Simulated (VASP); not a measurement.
# Hf: vibrations by perturbation theory with LDA

The system is Hf.

```xyz
2
Lattice="3.1156 0.0000 0.0000 -1.5578 2.6982 0.0000 0.0000 0.0000 4.9603" Properties=species:S:1:pos:R:3 pbc="T T T"
Hf    0.0000    1.7988    1.2401
Hf    1.5578    0.8994    3.7202
```

```yaml
Program: VASP 6.6.1
Task: vibrations by perturbation theory
Functional: LDA
Potentials_or_basis: VASP PAW LDA potentials, release 64 (Hf_pv)
Cutoff: 520 eV
k_mesh: 12 × 12 × 8
Occupations: fermi-dirac, width 0.15 eV
Spin: no spin polarisation
Dipole_correction: no
Further_INCAR_settings: ALGO = Normal; EDIFF = 1e-08; NBANDS = 17; IBRION = 8; NSW = 1
```

The highest phonon frequency at Γ is 117 cm⁻¹.

Phonon frequencies in cm⁻¹ (negative: imaginary):
```csv
q point,frequencies
"(0.000, 0.000, 0.000)",0 0 0 65 65 117
```

Wall time 4.6 min on 1 thread of Intel(R) Xeon(R) 6975P-C (Granite Rapids), with other jobs on the host, peak memory 0.55 GiB.
